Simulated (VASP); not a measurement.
KCl, 2 atoms in the cell. Symmetry: Fm-3m, No. 225, cubic system. The conventional cell has a = 6.296 Å, b = 6.296 Å, c = 6.296 Å, α = 90.00°, β = 90.00°, γ = 90.00°. Within 4.1 Å of K (site symmetry m-3m) lie 6 Cl at 3.15 Å. Within 4.1 Å of Cl (site symmetry m-3m) lie 6 K at 3.15 Å. 

| Property | Result |
| --- | --- |
| Program | VASP 6.6.1 |
| Task | density of states |
| Functional | PBE |
| Potentials or basis | VASP PAW PBE potentials, release 64 (K_sv, Cl) |
| Cutoff | 520 eV |
| k mesh | 7 × 7 × 7 |
| Occupations | fermi-dirac, width 0.1 eV |
| Spin | no spin polarisation |
| Dipole correction | no |
| k mesh for the DOS | 11 × 11 × 11 |
| Occupations for the DOS | tetrahedron |
| Further INCAR settings | ALGO = Normal; EDIFF = 1e-06; NBANDS = 15 |

Potentials or basis: VASP PAW PBE potentials, release 64 (K_sv, Cl).

Run with:

```console
$ cat potpaw_PBE.64/K_sv/POTCAR potpaw_PBE.64/Cl/POTCAR > POTCAR
$ cp INCAR.step1 INCAR
$ cp KPOINTS.step1 KPOINTS
$ mpirun -np 1 vasp_std > vasp.out
$ cp INCAR.step2 INCAR
$ cp KPOINTS.step2 KPOINTS
$ mpirun -np 1 vasp_std > vasp.out
```

Hardware: 1 thread of Intel(R) Xeon(R) 6975P-C (Granite Rapids), with other jobs on the host.

Q: How long does it take, and how much memory?

A: Run time: 21 s on 1 thread of Intel(R) Xeon(R) 6975P-C (Granite Rapids), on a shared host, peak memory 0.21 GiB. Counts: k points 56.
